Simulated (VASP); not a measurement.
Input of a VASP 6.6.1 run:

The input INCAR:

```
  ALGO = Normal
  EDIFF = 1E-6
  ENCUT = 600
  GGA_COMPAT = F
  ISIF = 2
  ISMEAR = -1
  LASPH = T
  LCHARG = T
  LELF = T
  LREAL = F
  LVHAR = T
  LWAVE = F
  NBANDS = 24
  NELM = 120
  PREC = Accurate
  SIGMA = 0.3
```

The input KPOINTS:

```
k-points
0
Gamma
  4 4 8
```

Contents of POSCAR:

```
Os
1.0
    0.0000000000      3.8900000000      3.8900000000
    3.8900000000      0.0000000000      3.8900000000
    1.9450000000      1.9450000000      0.0000000000
Os
4
Direct
    0.0000000000      0.0000000000      0.0000000000
    0.0000000000      0.5000000000      0.0000000000
    0.5000000000      0.0000000000      0.0000000000
    0.5000000000      0.5000000000      0.0000000000
```

Potentials or basis: VASP PAW LDA potentials, release 64 (Os).

Command:

```console
$ cat potpaw_LDA.64/Os/POTCAR > POTCAR
$ mpirun -np 1 vasp_std > vasp.out
```

Task: Predict the band gap on the k mesh.

Result: Zero (bands 16 and 17 overlap by 2.98 eV).

Task: Predict the pressure.

Result: -23.1 GPa.

Caveat: the cell stands under tension; so wide a smearing shifts energies and pressures; spin-orbit coupling is left out, which moves the levels of the heavy elements.
